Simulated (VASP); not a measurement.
## TiSi2: single point with LDA

Crystal: TiSi2.

```xyz
3
Lattice="-1.4411 1.6701 4.1004 1.4411 -1.6701 4.1004 1.4411 1.6701 -4.1004" Properties=species:S:1:pos:R:3 pbc="T T T"
Ti    0.0000    0.0000    0.0000
Si    0.0000    0.0000    2.8130
Si    0.0000    0.0000    5.3878
```

This cell differs from its parent crystal: atoms shifted along a free coordinate.

```json
{
 "Program": "VASP 6.6.1",
 "Task": "single point",
 "Functional": "LDA",
 "Potentials or basis": "VASP PAW LDA potentials, release 64 (Ti_sv, Si)",
 "Cutoff": "520 eV",
 "k mesh": "18 × 18 × 18",
 "Occupations": "gaussian, width 0.15 eV",
 "Spin": "no spin polarisation",
 "Dipole correction": "no",
 "Further INCAR settings": "ALGO = Normal; EDIFF = 1e-06; NBANDS = 17"
}
```

```yaml
Pressure: 6.8 GPa
Largest_force: 1.157 eV/Å
Band_gap_on_the_k_mesh: zero (bands 10 and 11 overlap by 2.76 eV)
```

Forces on the atoms (eV/Å):
```
Ti   0.000  0.000  0.000
Si   0.000  0.000 -1.157
Si   0.000  0.000  1.157
```

Stress tensor (GPa, compression positive):
```
5.77 0.00 0.00
0.00 9.40 0.00
0.00 0.00 5.34
```

Levels at points of the mesh, in eV from the Fermi level:
| k point | band 7 | band 8 | band 9 | band 10 | band 11 | band 12 | band 13 | band 14 |
| --- | --- | --- | --- | --- | --- | --- | --- | --- |
| (0.00, 0.00, 0.00) | -3.89 | -1.81 | -0.86 | 1.05 | 2.50 | 2.91 | 2.91 | 4.28 |
| (0.50, 0.00, 0.00) | -4.45 | -3.94 | -0.66 | 0.72 | 2.25 | 2.78 | 3.87 | 4.01 |
| (0.00, 0.50, 0.00) | -3.79 | -3.77 | -1.32 | -0.38 | 1.09 | 3.63 | 3.82 | 3.89 |
| (0.50, 0.50, 0.00) | -4.80 | -4.04 | -2.67 | -1.49 | -0.95 | 3.20 | 3.73 | 3.73 |
| (0.50, 0.50, 0.50) | -1.38 | -0.73 | -0.06 | 0.45 | 2.14 | 2.56 | 3.05 | 4.30 |

Wall time 13 min on 1 thread of Intel(R) Xeon(R) Platinum 8488C (Sapphire Rapids), on a shared host, peak memory 0.63 GiB.

Caveat: the cell differs from its parent crystal (atoms shifted along a free coordinate); the cell stands under pressure; forces of over 1 eV/Å act on the atoms, so gaps and moduli don't describe the material at rest.
